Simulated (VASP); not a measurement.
Wanted: the native input for a VASP 6.6.1 run.

| Item | Value |
| --- | --- |
| Task | single point |
| Functional | r2SCAN |
| Potentials or basis | VASP PAW PBE potentials, release 64 (Cu, O) |
| Cutoff | 520 eV |
| k mesh | 9 × 9 × 5 |
| Occupations | methfessel-paxton, width 0.1 eV |
| Spin | no spin polarisation |
| Dipole correction | no |
| Further INCAR settings | ALGO = Normal; EDIFF = 1e-06; NBANDS = 25 |

Crystal: CuO.

```xyz
4
Lattice="2.3418 -1.7113 0.0000 2.3418 1.7113 0.0000 -0.8500 0.0000 5.0579" Properties=species:S:1:pos:R:3 pbc="T T T"
Cu    0.7398   -0.8817    2.5292
Cu    1.1850    0.8812    0.0393
O     1.6884    0.2902    3.8152
O     2.1015   -0.2909    1.2727
```

These files were run (other wordings do the same):

POSCAR

```
CuO
1.0
    2.3418500000     -1.7113000000      0.0000000000
    2.3418500000      1.7113000000      0.0000000000
   -0.8500274268      0.0000000000      5.0578693947
Cu O
2 2
Direct
    0.5063060000     -0.0089130000      0.5000460000
   -0.0030500000      0.5118650000      0.0077660000
    0.4125810000      0.5821750000      0.7543040000
    0.5793590000      0.4093460000      0.2516240000
```

INCAR.step1

```
SYSTEM = CuO
PREC     = Accurate       ! precision mode
ENCUT    = 520            ! plane-wave cutoff, eV
ISMEAR   = 1              ! smearing method
SIGMA    = 0.1            ! smearing width, eV
LREAL    = .False.        ! projectors in reciprocal space
LASPH    = .True.         ! aspherical terms in the spheres
NELM     = 100            ! most SCF steps
NBANDS   = 25             ! bands
GGA      = PE             ! functional
ALGO     = Normal         ! electronic algorithm
EDIFF    = 1E-4           ! SCF threshold, eV
LWAVE    = .True.         ! write WAVECAR
LCHARG   = .False.        ! write CHGCAR
```

INCAR.step2

```
SYSTEM = CuO
PREC     = Accurate       ! precision mode
ENCUT    = 520            ! plane-wave cutoff, eV
EDIFF    = 1E-6           ! SCF threshold, eV
ISMEAR   = 1              ! smearing method
SIGMA    = 0.1            ! smearing width, eV
LREAL    = .False.        ! projectors in reciprocal space
LASPH    = .True.         ! aspherical terms in the spheres
NELM     = 100            ! most SCF steps
ALGO     = Normal         ! electronic algorithm
ISIF     = 2              ! what is computed and relaxed
LWAVE    = .False.        ! write WAVECAR
LCHARG   = .False.        ! write CHGCAR
METAGGA  = R2SCAN         ! meta-GGA
LMIXTAU  = .True.       
NBANDS   = 25             ! bands
ISTART   = 1
```

KPOINTS

```
regular mesh
0
Gamma
  9 9 5
  0 0 0
```

Potentials or basis: VASP PAW PBE potentials, release 64 (Cu, O).

Run with:

```bash
$ cat potpaw_PBE.64/Cu/POTCAR potpaw_PBE.64/O/POTCAR > POTCAR
$ cp INCAR.step1 INCAR
$ mpirun -np 1 vasp_std > vasp.out
$ cp INCAR.step2 INCAR
$ mpirun -np 1 vasp_std > vasp.out
```

Results of the run:

| Property | Result |
| --- | --- |
| Pressure | -0.7 GPa |
| Largest force | 0.436 eV/Å |
| Band gap on the k mesh | zero (bands 17 and 18 overlap by 0.54 eV) |

Caveat: the PAW data sets were made with another functional, which shifts forces and pressure a little; semilocal functionals often make such compounds metallic where correlation or magnetic order opens a gap, which also shifts bond lengths.

Run time: 4.6 min on 1 thread of Intel(R) Xeon(R) 6975P-C (Granite Rapids) (shared host), peak memory 0.3 GiB.
